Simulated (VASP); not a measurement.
A run of VASP 6.6.1 is set up as follows.

File INCAR:

```
PREC = Accurate
ENCUT = 500
EDIFF = 1E-6
ISMEAR = 0
SIGMA = 0.1
LREAL = F
LASPH = T
NELM = 120
ALGO = Normal
ISIF = 2
LWAVE = F
LCHARG = F
GGA = PS
NBANDS = 8
GGA_COMPAT = F
```

File KPOINTS:

```
regular mesh
0
Gamma
  6 6 6
```

File POSCAR:

```
Al
1.0
    2.7048851079      0.0000000000      0.0000000000
    0.0000000000      2.7048851079      0.0000000000
    0.0000000000      0.0000000000      2.7048851079
Al
1
Direct
    0.0000000000      0.0000000000      0.0000000000
```

Potentials or basis: VASP PAW PBE potentials, release 64 (Al).

Command:

```console
$ cat potpaw_PBE.64/Al/POTCAR > POTCAR
$ mpirun -np 1 vasp_std > vasp.out
```

What does it give for the pressure?

0.2 GPa.

Caveat: the k points lie up to 0.39 Å⁻¹ apart; the PAW data sets were made with another functional, which shifts forces and pressure a little.
